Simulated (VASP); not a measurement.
Set up this calculation in VASP 6.6.1, as the native input.

```yaml
Task: single point
Functional: PBE
Potentials_or_basis: VASP PAW PBE potentials, release 64 (Ga_d, Te, O)
Cutoff: 520 eV
k_mesh: 6 × 6 × 10
Occupations: gaussian, width 0.1 eV
Spin: no spin polarisation
Dipole_correction: no
Further_INCAR_settings: ALGO = Normal; EDIFF = 1e-07; NBANDS = 30
```

The structure of GaTe3O2 lies in POSCAR:

```
GaTe3O2
1.0
    5.9924788307      0.0000000000      0.0000000000
    0.0000000000      5.9924788307      0.0000000000
    0.0000000000      0.0000000000      4.2613406014
Ga Te O
1 3 2
Direct
    0.0000000000      0.0000000000      0.6405667048
    0.5000000000      0.0000000000      0.6293482226
    0.0000000000      0.5000000000      0.6293482226
    0.5000000000      0.5000000000      0.4794963940
    0.5000000000      0.0000000000      0.0825498481
    0.0000000000      0.5000000000      0.0825498481
```

The cell was generated, and may not be a known phase.

One way to write it, as run:

INCAR

```
SYSTEM = GaTe3O2
PREC = Accurate
ENCUT = 520
EDIFF = 1E-7
ISMEAR = 0
SIGMA = 0.1
LREAL = .False.
LASPH = .True.
NELM = 100
ALGO = Normal
ISIF = 2
LWAVE = .False.
LCHARG = .False.
GGA = PE
NBANDS = 30
```

KPOINTS

```
regular mesh
0
Gamma
  6 6 10
  0 0 0
```

Potentials or basis: VASP PAW PBE potentials, release 64 (Ga_d, Te, O).

The run is started by

```bash
$ cat potpaw_PBE.64/Ga_d/POTCAR potpaw_PBE.64/Te/POTCAR potpaw_PBE.64/O/POTCAR > POTCAR
$ mpirun -np 1 vasp_std > vasp.out
```

Results of the run:

```json
{
 "Pressure": "0.0 GPa",
 "Largest force": "0.079 eV/Å",
 "Band gap on the k mesh": "zero (an odd number of electrons rules out a gap without spin polarisation)"
}
```

Caveat: spin-orbit coupling is left out, which moves the levels of the heavy elements; an odd number of electrons without spin polarisation forces a metal; a magnetic or distorted state may lie lower.

Wall time 2.5 min on 1 thread of Intel(R) Xeon(R) 6975P-C (Granite Rapids), on a shared host, peak memory 0.42 GiB.
